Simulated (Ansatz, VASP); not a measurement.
**Two plane-wave programs on Si8Mo3**

```
Si Mo
1.0
     3.20000    0.00000    0.00000
    -1.60000    4.24368    0.00000
     0.00000    0.00000   29.88145
Si Mo
8 3
Cartesian
  1.6000 1.8192 10.0000
  0.0000 3.6310 10.9899
  1.6000 3.0257 12.9638
  1.6000 0.5938 13.9538
  1.6001 4.2207 15.9481
  1.6011 1.7832 16.9740
  -0.0017 1.1979 18.9846
  1.5981 3.2628 20.0881
  0.0000 1.2065 11.9769
  0.0001 2.4116 14.9253
  0.0005 3.5923 17.8674
```

Alike in both runs: task single point; functional PBE; k mesh 20 × 14 × 1; occupations gaussian, width 0.1 eV; no spin polarisation.

|  | VASP | Ansatz |
| --- | --- | --- |
| version | VASP 6.6.1 | Ansatz 0.2.0 |
| potentials or method | VASP PAW PBE potentials, release 64 (Si, Mo_sv), cutoff 400 eV | scalar-relativistic, plane waves, PAW |
| valence electrons in the cell | 74 | 74 |

```csv
,VASP,Ansatz,Ansatz less VASP
gap on the k mesh at the Fermi level (eV),none,none,-
rms of the force components (eV/Å),0.129,0.128,-0.0007
```

A gap of «none» marks a metal or a gap that the smearing closes. With one functional, cell and mesh, what is left measures potentials, basis and numerics. Ansatz's warnings: xc potential rough in thin density.
